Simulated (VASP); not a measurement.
A run of VASP 6.6.1 is set up as follows.

POSCAR

```
MgH2
1.0
    0.0000000000      2.3407603430      2.3407603430
    2.3407603430      0.0000000000      2.3407603430
    2.3407603430      2.3407603430      0.0000000000
Mg H
1 2
Direct
    0.0000000000      0.0000000000      0.0000000000
    0.7500000000      0.7500000000      0.7500000000
    0.2500000000      0.2500000000      0.2500000000
```

Contents of INCAR.step1:

```
ALGO = Normal
EDIFF = 1E-4
ENCUT = 520
GGA = PE
ISMEAR = -1
LASPH = True
LCHARG = False
LREAL = False
LWAVE = True
NBANDS = 9
NELM = 100
PREC = Accurate
SIGMA = 0.1
```

File INCAR.step2:

```
ALGO = Normal
EDIFF = 1E-7
ENCUT = 520
ISIF = 2
ISMEAR = -1
ISTART = 1
LASPH = True
LCHARG = False
LMIXTAU = True
LREAL = False
LWAVE = False
METAGGA = R2SCAN
NBANDS = 9
NELM = 100
PREC = Accurate
SIGMA = 0.1
```

The input KPOINTS:

```
k-points
0
Gamma
  6 6 6
```

Potentials or basis: VASP PAW PBE potentials, release 64 (Mg, H).

Launch:

```sh
$ cat potpaw_PBE.64/Mg/POTCAR potpaw_PBE.64/H/POTCAR > POTCAR
$ cp INCAR.step1 INCAR
$ mpirun -np 1 vasp_std > vasp.out
$ cp INCAR.step2 INCAR
$ mpirun -np 1 vasp_std > vasp.out
```

**Question.** What does it give for the pressure?

**Answer.** 1.4 GPa.

**Question.** Predict the band gap on the k mesh.

**Answer.** Zero (band 2 reaches 4.17 eV, above the bottom of band 3 at 3.15 eV).

Caveat: the k points lie up to 0.39 Å⁻¹ apart; the PAW data sets were made with another functional, which shifts forces and pressure a little.
